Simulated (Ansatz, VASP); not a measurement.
**ScHg in VASP and in Ansatz**

```
CELL_PARAMETERS angstrom
3.52579 0.00000 0.00000
0.00000 3.52579 0.00000
0.00000 0.00000 3.52579
ATOMIC_POSITIONS crystal
Sc 0.50000 0.50000 0.50000
Hg 0.00000 0.00000 0.00000
```

Change from the starting cell: volume scaled by 1.04.

Alike in both runs: task single point; functional PBEsol; k mesh 12 × 12 × 12; occupations fermi-dirac, width 0.08 eV; no spin polarisation.

|  | VASP | Ansatz |
| --- | --- | --- |
| version | VASP 6.6.1 | Ansatz 0.2.0 |
| potentials or method | VASP PAW PBE potentials, release 64 (Sc_sv, Hg), cutoff 520 eV | all-electron LAPW, scalar-relativistic |

VASP gave:

```
pressure (GPa) : -3.8
```

**Question.** What did Ansatz give for the same quantities?

**Answer.** Pressure (GPa): -3.9.

VASP's potentials were made for PBE, not for PBEsol. Ansatz ran all-electron here, and VASP with PAW potentials.

Spin-orbit coupling is off throughout.
